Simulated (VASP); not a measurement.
The system is Fe.

```
CELL_PARAMETERS angstrom
-1.37591 1.37591 1.37591
1.37591 -1.37591 1.37591
1.37591 1.37591 -1.37591
ATOMIC_POSITIONS crystal
Fe 0.00000 0.00000 0.00000
```

Base run:

| Property | Result |
| --- | --- |
| Program | VASP 6.6.1 |
| Functional | LDA |
| Potentials or basis | VASP PAW LDA potentials, release 64 (Fe) |
| Cutoff | 520 eV |
| k mesh | 20 × 20 × 20 |
| Occupations | gaussian, width 0.05 eV |
| Spin | collinear spin, ferromagnetic start |
| Starting moments | [2.22] μB |

Its results: band gap on the k mesh zero (filled and empty bands overlap); pressure -1.0 GPa; net moment 1.98 μB per cell; site moments Fe +1.95 μB.

Problem. The run is repeated on the same cell with these changes: potentials or basis from VASP PAW LDA potentials, release 64 (Fe) to VASP PAW LDA potentials, release 64 (Fe_sv); cutoff from 520 eV to 600 eV; further incar settings from ALGO = Normal; EDIFF = 1e-06; NBANDS = 14 to ALGO = Normal; EDIFF = 1e-06; NBANDS = 18; valence electrons from 8 to 16. What comes out?

Solution. Band gap on the k mesh zero (filled and empty bands overlap); pressure -4.4 GPa; net moment 1.98 μB per cell; site moments Fe +1.94 μB.
